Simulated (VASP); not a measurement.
Write the native input for VASP 6.6.1 that does the following.

* Task: single point
* Functional: PBE
* Potentials or basis: VASP PAW PBE potentials, release 64 (Mn_pv)
* Cutoff: 520 eV
* k mesh: 1 × 2 × 4
* Occupations: gaussian, width 0.1 eV
* Spin: collinear spin, ferromagnetic start
* Starting moments: [1.28, 1.28] μB
* Dipole correction: no
* Further INCAR settings: ALGO = Normal; EDIFF = 1e-06; NBANDS = 24; ISYM = 0

The structure of Mn lies in POSCAR:

```
Mn
1.0
   -2.2001468975      2.2001468975      1.2332440300
    2.2001468975     -2.2001468975      1.2332440300
    2.2001468975      2.2001468975     -1.2332440300
Mn
2
Direct
    0.7500000000      0.2500000000      0.5000000000
    0.0000000000      0.0000000000      0.0000000000
```

The input as run:

INCAR

```
PREC = Accurate
ENCUT = 520
EDIFF = 1E-6
ISMEAR = 0
SIGMA = 0.1
LREAL = False
LASPH = True
NELM = 150
ALGO = Normal
ISIF = 2
LWAVE = False
LCHARG = False
ISPIN = 2
MAGMOM = 1.28 1.28
LORBIT = 11
LMAXMIX = 4
GGA = PE
NBANDS = 24
ISYM = 0
```

KPOINTS

```
regular mesh
0
Gamma
  1 2 4
```

Potentials or basis: VASP PAW PBE potentials, release 64 (Mn_pv).

The run is started by

```console
$ cat potpaw_PBE.64/Mn_pv/POTCAR > POTCAR
$ mpirun -np 1 vasp_std > vasp.out
```

Results of the run:

```
Pressure                                              : -13.2 GPa
Largest force                                         : 0.797 eV/Å
Net moment                                            : 2.06 μB per cell
Site moments                                          : Mn +1.02 μB
Valence electrons inside the program's atomic spheres : Mn 11.96
```

Caveat: the k points lie up to 2.92 Å⁻¹ apart.

It took 21 s on 1 thread of Intel Xeon 6975P-C, with other jobs on the host, peak memory 0.17 GiB.
